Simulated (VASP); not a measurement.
Here is a VASP 6.6.1 calculation.

The input INCAR:

```
PREC     = Accurate       # precision mode
ENCUT    = 600            # plane-wave cutoff, eV
EDIFF    = 1E-6           # SCF threshold, eV
ISMEAR   = -1             # smearing method
SIGMA    = 0.08           # smearing width, eV
LREAL    = False          # projectors in reciprocal space
LASPH    = True           # aspherical terms in the spheres
NELM     = 120            # most SCF steps
ALGO     = Normal         # electronic algorithm
ISIF     = 2              # what is computed and relaxed
LWAVE    = False          # write WAVECAR
LCHARG   = False          # write CHGCAR
NBANDS   = 16             # bands
GGA_COMPAT= False
```

The input KPOINTS:

```
regular mesh
0
Gamma
  11 11 11
```

Contents of POSCAR:

```
Mg2Sn
1.0
    0.0000000000      3.4018814470      3.4018814470
    3.4018814470      0.0000000000      3.4018814470
    3.4018814470      3.4018814470      0.0000000000
Mg Sn
2 1
Direct
    0.2500000000      0.2500000000      0.2500000000
    0.7500000000      0.7500000000      0.7500000000
    0.0000000000      0.0000000000      0.0000000000
```

Potentials or basis: VASP PAW LDA potentials, release 64 (Mg, Sn_d).

Command:

```sh
$ cat potpaw_LDA.64/Mg/POTCAR potpaw_LDA.64/Sn_d/POTCAR > POTCAR
$ mpirun -np 1 vasp_std > vasp.out
```

Question: Predict the band gap on the k mesh.

Answer: Zero (bands 9 and 10 overlap by 0.19 eV).

Question: Predict the pressure.

Answer: -2.8 GPa.

Caveat: spin-orbit coupling is left out, which moves the levels of the heavy elements.
